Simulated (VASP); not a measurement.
Here is a VASP 6.6.1 calculation.

Contents of INCAR:

```
SYSTEM = TaAs
PREC     = Accurate       ! precision mode
ENCUT    = 520            ! plane-wave cutoff, eV
EDIFF    = 1E-6           ! SCF threshold, eV
ISMEAR   = -1             ! smearing method
SIGMA    = 0.15           ! smearing width, eV
LREAL    = .False.        ! projectors in reciprocal space
LASPH    = .True.         ! aspherical terms in the spheres
NELM     = 150            ! most SCF steps
ALGO     = Normal         ! electronic algorithm
ISIF     = 2              ! what is computed and relaxed
LWAVE    = .False.        ! write WAVECAR
LCHARG   = .True.         ! write CHGCAR
LMAXMIX  = 4              ! l up to which the mixer works
LDAU     = .True.         ! DFT+U
LDAUTYPE = 2            
LDAUL    = 2 -1           ! shell
LDAUU    = 3 0            ! U, eV
LDAUJ    = 0 0          
LDAUPRINT= 1            
GGA      = PS             ! functional
LVHAR    = .True.       
NBANDS   = 24             ! bands
KPAR     = 4
```

KPOINTS

```
Automatic mesh
0
Gamma
  18 18 18
  0 0 0
```

POSCAR

```
TaAs
1.0
   -1.7147910607      1.7147910607      5.7907220052
    1.7147910607     -1.7147910607      5.7907220052
    1.7147910607      1.7147910607     -5.7907220052
Ta As
2 2
Direct
    0.5003124942      1.0003124942      0.5000000000
    0.7503124942      0.7503124942      0.0000000000
    0.0822869258      0.5822869258      0.5000000000
    0.3322869258      0.3322869258      0.0000000000
```

Potentials or basis: VASP PAW PBE potentials, release 64 (Ta_pv, As).

Run with:

```sh
$ cat potpaw_PBE.64/Ta_pv/POTCAR potpaw_PBE.64/As/POTCAR > POTCAR
$ mpirun -np 4 vasp_std > vasp.out
```

(1) Estimate the largest force.

(2) What does it give for the pressure?

(3) Estimate the band gap on the k mesh.

Answers

(1) 0.004 eV/Å.

(2) 5.7 GPa.

(3) zero (filled and empty bands touch).

Caveat: the cell stands under pressure; the PAW data sets were made with another functional, which shifts forces and pressure a little; spin-orbit coupling is left out, which moves the levels of the heavy elements; U without spin polarisation on a metal has little footing; the U is typed as a test and isn't derived for this compound.
